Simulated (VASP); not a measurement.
# Ga (P-1) in VASP: single point with PBE

Aim: the single point of Ga with PBE.

All numbers are computed with VASP 6.6.1; they aren't measurements. Logs are shortened: lines on timing, memory, paths and dates and some standing lists are left out, and cuts for length are marked.

### Step 1. The cell of the first run

The typed cell holds 4 atoms: a = 4.380 Å, b = 4.497 Å, c = 4.518 Å, α = 87.66°, β = 90.62°, γ = 118.93°.

### Step 2. Single point, PBE (equal xy, yz and zx shear strains of +3 %)

File INCAR:

```
PREC = Accurate
ENCUT = 520
EDIFF = 1E-6
ISMEAR = -1
SIGMA = 0.05
LREAL = False
LASPH = True
NELM = 100
ALGO = Normal
ISIF = 2
LWAVE = False
LCHARG = False
GGA = PE
NBANDS = 34
```

File KPOINTS:

```
Automatic mesh
0
Gamma
  9 9 8
```

File POSCAR:

```
Ga
1.0
    2.1980140000     -3.7885697500     -0.0235057500
    2.3126860000      3.8562302500      0.0911662500
    0.0677505000      0.0677505000      4.5167000000
Ga
4
Direct
    0.1525000000      0.8475000000      0.0785000000
    0.6525000000      0.3475000000      0.4215000000
    0.8475000000      0.1525000000      0.9215000000
    0.3475000000      0.6525000000      0.5785000000
```

Potentials or basis: VASP PAW PBE potentials, release 64 (Ga_d).

The run is started by

```sh
> cat potpaw_PBE.64/Ga_d/POTCAR > POTCAR
> mpirun -np 1 vasp_std > vasp.out
```

OUTCAR:

```text
PREC = Accurate
   ENCUT = 520
   EDIFF = 1E-6
   ISMEAR = -1
   LREAL = False
   LASPH = True
   NELM = 100
   ISIF = 2
   GGA = PE

 ion  position               nearest neighbor table
   1  0.153  0.847  0.078-   3 2.42   4 2.67   2 2.70   4 2.74   3 2.75   2 2.78   3 2.86
   2  0.653  0.347  0.422-   4 2.46   3 2.67   1 2.70   3 2.74   4 2.76   1 2.78   4 2.80
   3  0.847  0.153  0.922-   1 2.42   2 2.67   4 2.70   2 2.74   1 2.75   4 2.78   1 2.86
   4  0.347  0.653  0.578-   2 2.46   1 2.67   3 2.70   1 2.74   2 2.76   3 2.78   2 2.80

  LATTYP: Found a triclinic cell.
 ALAT       =     7.6465198865
 B/A-ratio  =     0.5728197343
 C/A-ratio  =     0.5908199037
 COS(alpha) =     0.0108110948
 COS(beta)  =     0.0302114049
 COS(gamma) =     0.8573152715

  Lattice vectors:

 A1 = (   0.1146720000,   7.6448000000,   0.1146720000)
 A2 = (  -2.1980140000,   3.7885697500,   0.0235057500)
 A3 = (   0.0677505000,   0.0677505000,   4.5167000000)

Analysis of symmetry for initial positions (statically):
=====================================================================
 Subroutine PRICEL returns:
 Original cell was already a primitive cell.

 Routine SETGRP: Setting up the symmetry group for a
 triclinic supercell.

 Subroutine GETGRP returns: Found  2 space group operations
 (whereof  2 operations were pure point group operations)
 out of a pool of  2 trial point group operations.

The static configuration has the point symmetry S_2 .

Analysis of symmetry for dynamics (positions and initial velocities):
=====================================================================
 Subroutine PRICEL returns:
 Original cell was already a primitive cell.

 Routine SETGRP: Setting up the symmetry group for a
 triclinic supercell.

 Subroutine GETGRP returns: Found  2 space group operations
 (whereof  2 operations were pure point group operations)
 out of a pool of  2 trial point group operations.

The dynamic configuration has the point symmetry S_2 .

 Subroutine INISYM returns: Found  2 space group operations
 (whereof  2 operations are pure point group operations),
 and found     1 'primitive' translations

----------------------------------------------------------------------------------------

                                     Primitive cell

  volume of cell :      77.8235

  direct lattice vectors                    reciprocal lattice vectors
     2.198014000 -3.788569750 -0.023505750     0.223727391 -0.134143624 -0.001343757
     2.312686000  3.856230250  0.091166250     0.219859434  0.127588154 -0.005211714
     0.067750500  0.067750500  4.516700000    -0.003273381 -0.003273381  0.221498781

  length of vectors
     4.380077490  4.497481469  4.517716143     0.260864454  0.254251981  0.221547151

  position of ions in fractional coordinates (direct lattice)
     0.152500000  0.847500000  0.078500000
     0.652500000  0.347500000  0.421500000
     0.847500000  0.152500000  0.921500000
     0.347500000  0.652500000  0.578500000

  ion indices of the primitive-cell ions
   primitive index   ion index
                 1           1
                 2           2
                 3           3
                 4           4

----------------------------------------------------------------------------------------

 KPOINTS: Automatic mesh

Automatic generation of k-mesh.
 Grid dimensions read from file:
 generate k-points for:    9    9    8

 Generating k-lattice:

  Cartesian coordinates                     Fractional coordinates (reciprocal lattice)
     0.024858599 -0.014904847 -0.000149306     0.111111111  0.000000000  0.000000000
     0.024428826  0.014176462 -0.000579079    -0.000000000  0.111111111  0.000000000
    -0.000409173 -0.000409173  0.027687348    -0.000000000  0.000000000  0.125000000

  Length of vectors
     0.028984939  0.028250220  0.027693394

  Shift w.r.t. Gamma in fractional coordinates (k-lattice)
     0.000000000  0.000000000  0.000000000

 Subroutine IBZKPT returns following result:
 ===========================================

 Found    325 irreducible k-points:

 Following reciprocal coordinates:
            Coordinates               Weight
  0.000000  0.000000  0.000000      1.000000
  0.111111 -0.000000  0.000000      2.000000
  0.222222 -0.000000  0.000000      2.000000
  0.333333 -0.000000  0.000000      2.000000
  0.444444 -0.000000  0.000000      2.000000
 -0.000000  0.111111  0.000000      2.000000
[... 16 lines left out ...]
 -0.111111  0.222222  0.000000      2.000000
 -0.000000  0.333333  0.000000      2.000000
 [... further k-points ...]
   k-points           NKPTS =    325   k-points in BZ     NKDIM =    325   number of bands    NBANDS=     34
   number of dos      NEDOS =    301   number of ions     NIONS =      4
   total plane-waves  NPLWV =  46656
   dimension x,y,z NGX =    36 NGY =   36 NGZ =   36
   dimension x,y,z NGXF=    72 NGYF=   72 NGZF=   72
   ions per type =               4
   NGX,Y,Z   is equivalent  to a cutoff of  13.66, 13.31, 13.25 a.u.
   NGXF,Y,Z  is equivalent  to a cutoff of  27.33, 26.61, 26.50 a.u.
 SYSTEM =  unknown system
   PREC   = accura    normal or accurate (medium, high low for compatibility)
   ISTART =      0    job   : 0-new  1-cont  2-samecut
   ICHARG =      2    charge: 1-file 2-atom 10-const
   ISPIN  =      1    spin polarized calculation?
   LNONCOLLINEAR =      F non collinear calculations
   LSORBIT =      F    spin-orbit coupling
   LASPH  =      T    aspherical Exc in radial PAW
   ENCUT  =  520.0 eV  38.22 Ry    6.18 a.u.   8.14  8.36  8.40*2*pi/ulx,y,z
   NELM   =    100;   NELMIN=  2; NELMDL= -5     # of ELM steps
   EDIFF  = 0.1E-05   stopping-criterion for ELM
   LREAL  =      F    real-space projection
   EDIFFG = 0.1E-04   stopping-criterion for IOM
   NSW    =      0    number of steps for IOM
   IBRION =     -1    ionic relax: 0-MD 1-quasi-New 2-CG
   NFREE  =      0    steps in history (QN), initial steepest desc. (CG)
   ISIF   =      2    stress and relaxation
   ISYM   =      2    0-nonsym 1-usesym 2-fastsym
   POTIM  = 0.5000    time-step for ionic-motion
   TEBEG  =    0.0;   TEEND  =   0.0 temperature during run
   PSTRESS=    0.0 pullay stress
   NELECT =      52.0000    total number of electrons
   NUPDOWN=      -1.0000    fix difference up-down
   EMIN   =  10.00;   EMAX   =-10.00  energy-range for DOS
   EFERMI =   0.00;   METHOD = LEGACY
   ISMEAR =    -1;   SIGMA  =   0.05  broadening in eV -4-tet -1-fermi 0-gaus
   EFERMI_NEDOS =   21; number of points for ismear=-14 and -15
   IALGO  =     38    algorithm
   IMIX   =      4    mixing-type and parameters
     AMIX     =   0.40;   BMIX     =  1.00
     AMIX_MAG =   1.60;   BMIX_MAG =  1.00
  volume/ion in A,a.u.               =      19.46       131.29
  Fermi-wavevector in a.u.,A,eV,Ry     =   1.431217  2.704609 27.869946  2.048383
  Thomas-Fermi vector in A             =   2.550978
   LORBIT       =      0    0 simple, 1 ext, 2 COOP (PROOUT), +10 PAW based schemes
   GGA     = PE    functional components
   LHFCALC =     F    Hartree Fock is set to
   AEXX    =    0.0000 exact exchange contribution
   IVDW    =     0    specifies the selected vdW correction
   LEPSILON=     F    determine dielectric tensor
   LRPA    =     F    only Hartree local field effects (RPA)
 non-spin polarized calculation
  energy-cutoff  :      520.00
  volume of cell :       77.82
 maximum number of plane-waves:      2116
 NGX is ok and might be reduce to    36
   NGX = 17   NGY = 17   NGZ = 17

 number of electron      52.0000000 magnetization

 Free energy of the ion-electron system (eV)
  ---------------------------------------------------
  ext. energy  EPLUGINS =         0.00000000
  ---------------------------------------------------
  free energy    TOTEN  =       -11.54784876 eV

  energy without entropy =      -11.54048559  energy(sigma->0) =      -11.54416717

 E-fermi :   5.1061     XC(G=0): -10.6861

 val. band max:        5.0913411431   @ k =  -0.1111   0.1111   0.5000
 cond. band min:       5.1060905080   @ k =  -0.2222   0.4444   0.0000
 fundamental gap:      0.0147493649
 Fermi energy:         5.1060712722

 k-point     1 :       0.0000    0.0000    0.0000
  band No.  band energies     occupation
      1     -10.0690      2.00000
      2     -10.0649      2.00000
      3     -10.0573      2.00000
      4     -10.0283      2.00000
      5      -9.9799      2.00000
      6      -9.9477      2.00000
[... 26 lines left out ...]
     33      11.8140      0.00000
     34      12.4485      0.00000

 k-point     2 :       0.1111   -0.0000    0.0000
  band No.  band energies     occupation
      1     -10.0748      2.00000
      2     -10.0598      2.00000
      3     -10.0550      2.00000
      4     -10.0323      2.00000
      5      -9.9729      2.00000
      6      -9.9463      2.00000
[... 26 lines left out ...]
     33      11.8749      0.00000
     34      12.2870      0.00000

 k-point     3 :       0.2222   -0.0000    0.0000
  band No.  band energies     occupation
      1     -10.0804      2.00000
      2     -10.0550      2.00000
      3     -10.0483      2.00000
      4     -10.0391      2.00000
      5      -9.9635      2.00000
      6      -9.9377      2.00000
[... 26 lines left out ...]
     33      11.2098      0.00000
     34      11.8932      0.00000
[... 704 lines left out ...]
 k-point    23 :      -0.1111    0.2222    0.0000
  band No.  band energies     occupation
      1     -10.0814      2.00000
      2     -10.0692      2.00000
      3     -10.0463      2.00000
      4     -10.0395      2.00000
      5      -9.9778      2.00000
      6      -9.9508      2.00000
[... 26 lines left out ...]
     33      10.9596      0.00000
     34      12.4656      0.00000

 k-point    24 :      -0.0000    0.3333    0.0000
  band No.  band energies     occupation
      1     -10.0815      2.00000
      2     -10.0651      2.00000
      3     -10.0487      2.00000
      4     -10.0198      2.00000
      5      -9.9754      2.00000
      6      -9.9556      2.00000
[... 26 lines left out ...]
     33      11.0910      0.00000
     34      12.3330      0.00000

 [... further k-points ...]

------------------------ aborting loop because EDIFF is reached ----------------------------------------

  FORCE on cell =-STRESS in cart. coord.  units (eV):
  Direction    XX          YY          ZZ          XY          YZ          ZX
  --------------------------------------------------------------------------------------
  -------------------------------------------------------------------------------------
  Total        0.8368342      2.0607496      0.8002794     -0.4309801     -0.7741847     -0.5139465
  in kB       17.2281633     42.4252878     16.4755983     -8.8727210    -15.9383787    -10.5807758
  external PRESSURE =      25.3763498 kB  Pullay stress =       0.0000000 kB

 VOLUME and BASIS-vectors are now :
 -----------------------------------------------------------------------------
  energy-cutoff  :      520.00
  volume of cell :       77.82
      direct lattice vectors                 reciprocal lattice vectors
     2.198014000 -3.788569750 -0.023505750     0.223727391 -0.134143624 -0.001343757
     2.312686000  3.856230250  0.091166250     0.219859434  0.127588154 -0.005211714
     0.067750500  0.067750500  4.516700000    -0.003273381 -0.003273381  0.221498781

 POSITION                                       TOTAL-FORCE (eV/Angst)
 -----------------------------------------------------------------------------------
      2.30052      2.69572      0.42824         0.040454     -0.494266      0.066805
      2.26642     -1.10344      1.92013        -0.038355     -0.317804     -0.159204
      2.27793     -2.56031      4.15612        -0.040454      0.494266     -0.066805
      2.31203      1.23886      2.66423         0.038355      0.317804      0.159204
 -----------------------------------------------------------------------------------
    total drift:                                0.000000      0.000000     -0.000000

  FREE ENERGIE OF THE ION-ELECTRON SYSTEM (eV)
  ---------------------------------------------------
  free  energy   TOTEN  =       -11.5478487558 eV

  energy  without entropy=      -11.5404855867  energy(sigma->0) =      -11.54416717
```

It took 16 min on 1 thread of Oxide Virtual Turin-like, shared host; peak memory 0.62 GiB.

Results:

* Free energy: -11.5478 eV
* Pressure: 2.5 GPa
* Largest force: 0.500 eV/Å
* Band gap on the k mesh: zero (bands 26 and 27 overlap by 1.31 eV)

Forces on the atoms (eV/Å):
```
Ga   0.040 -0.494  0.067
Ga  -0.038 -0.318 -0.159
Ga  -0.040  0.494 -0.067
Ga   0.038  0.318  0.159
```

Stress tensor (GPa, compression positive):
```
 1.72 -0.89 -1.06
-0.89  4.24 -1.59
-1.06 -1.59  1.65
```

Caveat: the cell differs from its parent crystal (equal xy, yz and zx shear strains of +3 %).
